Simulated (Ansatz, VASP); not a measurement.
# Pt in VASP and in Ansatz

```
Pt
1.0
     0.00000    1.96782    1.96782
     1.96782    0.00000    1.96782
     1.96782    1.96782    0.00000
Pt
1
Direct
  0.00000 0.00000 0.00000
```

Alike in both runs: functional PBE; dispersion D4; k mesh 12 × 12 × 12; occupations fermi-dirac, width 0.1 eV; no spin polarisation.

Ansatz relaxed the structure, and its values are those at the end. VASP's run is a single point on that final structure, the one shown.

|  | VASP | Ansatz |
| --- | --- | --- |
| version | VASP 6.6.1 | Ansatz 0.2.0 |
| potentials or method | VASP PAW PBE potentials, release 64 (Pt) | plane waves, PAW |
| plane-wave cutoff (eV) | 500 | 420 |
| valence electrons in the cell | 10 | 18 |

|  | VASP | Ansatz | Ansatz less VASP |
| --- | --- | --- | --- |
| pressure (GPa) | -0.5 | 0.0 | +0.50 |

VASP's potentials hold 10 valence electrons a cell and Ansatz's 18, so a difference there can come from the potentials and not from the codes.

Spin-orbit coupling is off throughout.
